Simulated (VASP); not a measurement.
Crystal: Te.

```xyz
1
Lattice="3.1462 0.0000 0.0000 0.0000 3.1462 0.0000 0.0000 0.0000 3.1462" Properties=species:S:1:pos:R:3 pbc="T T T"
Te    0.0000    0.0000    0.0000
```

- Program: VASP 6.6.1
- Task: relaxation of cell and atoms
- Functional: revPBE
- Potentials or basis: VASP PAW PBE potentials, release 64 (Te)
- Cutoff: 600 eV
- k mesh: 10 × 10 × 10
- Occupations: fermi-dirac, width 0.1 eV
- Spin: no spin polarisation

At the start: pressure 3.8 GPa; volume 31.14 Å³/atom.

Problem. Where does the relaxation end?

Solution. Over 3 steps the energy falls by 25.3 meV/atom and the volume is 33.40 Å³/atom (+7.3 %); space group Pm-3m (No. 221, to 0.05 Å).

Step by step:
```tsv
step	energy change (eV)	largest force (eV/Å)	pressure (GPa)	volume (Å³)
1	0.0000	0.0000	3.84	31.14
2	-0.0192	0.0000	-1.53	34.64
3	-0.0253	0.0000	0.00	33.40
```

Final structure:
```yaml
crystal:
  lattice:
    - [3.22050, 0.00000, 0.00000]
    - [0.00000, 3.22050, 0.00000]
    - [0.00000, 0.00000, 3.22050]
  atoms:
    - { symbol: Te, position: [0.00000, 0.00000, 0.00000] }
```

Caveat: the PAW data sets were made with another functional, which shifts forces and pressure a little.
